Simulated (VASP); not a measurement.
Crystal: GaN.

```
Ga N
1.0
     0.00000    2.29393    2.19917
     2.29393    0.00000    2.19917
     2.29393    2.29393    0.00000
Ga N
1 1
Direct
  0.00000 0.00000 0.00000
  0.25000 0.25000 0.25000
```

This cell differs from its parent crystal: epitaxial xy strain +2.0%.

Base run:

| Item | Value |
| --- | --- |
| Program | VASP 6.6.1 |
| Functional | r2SCAN |
| Potentials or basis | VASP PAW PBE potentials, release 64 (Ga_d, N) |
| Cutoff | 520 eV |
| k mesh | 10 × 10 × 10 |
| Occupations | gaussian, width 0.01 eV |
| Spin | no spin polarisation |

Its results: band gap on the k mesh 1.92 eV; pressure -2.3 GPa.

Problem. The run is repeated on the same cell with these changes: functional from r2SCAN to PBE; occupations from gaussian, width 0.01 eV to fermi-dirac, width 0.02 eV. What comes out?

Solution. Band gap on the k mesh 1.53 eV; pressure 2.9 GPa.

Caveats: the structure was generated, so it needn't be the stable form of GaN; the PAW data sets were made with another functional, which shifts forces and pressure a little (at least some runs).

